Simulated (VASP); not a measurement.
A run of VASP 6.6.1 is set up as follows.

The input INCAR:

```
  PREC = Accurate
  ENCUT = 520
  EDIFF = 1E-7
  ISMEAR = 0
  SIGMA = 0.15
  LREAL = F
  LASPH = T
  NELM = 80
  ALGO = Fast
  ISIF = 2
  LWAVE = F
  LCHARG = T
  GGA = PE
  LELF = T
  LVHAR = T
  NBANDS = 14
```

The input KPOINTS:

```
Automatic mesh
0
Gamma
  22 22 22
```

The input POSCAR:

```
Rh
1.0
    0.0000000000      1.9348271250      1.9015500000
    1.9015500000      0.0000000000      1.9015500000
    1.9015500000      1.9348271250      0.0000000000
Rh
1
Direct
    0.0000000000      0.0000000000      0.0000000000
```

Potentials or basis: VASP PAW PBE potentials, release 64 (Rh_pv).

Launch:

```console
$ cat potpaw_PBE.64/Rh_pv/POTCAR > POTCAR
$ mpirun -np 1 vasp_std > vasp.out
```

(1) Estimate the pressure.

## Answers

(1) 1.1 GPa.

Caveat: the cell differs from its parent crystal (strain +0.0175 x Voigt [0, 1, 0, 0, 0, 0]).
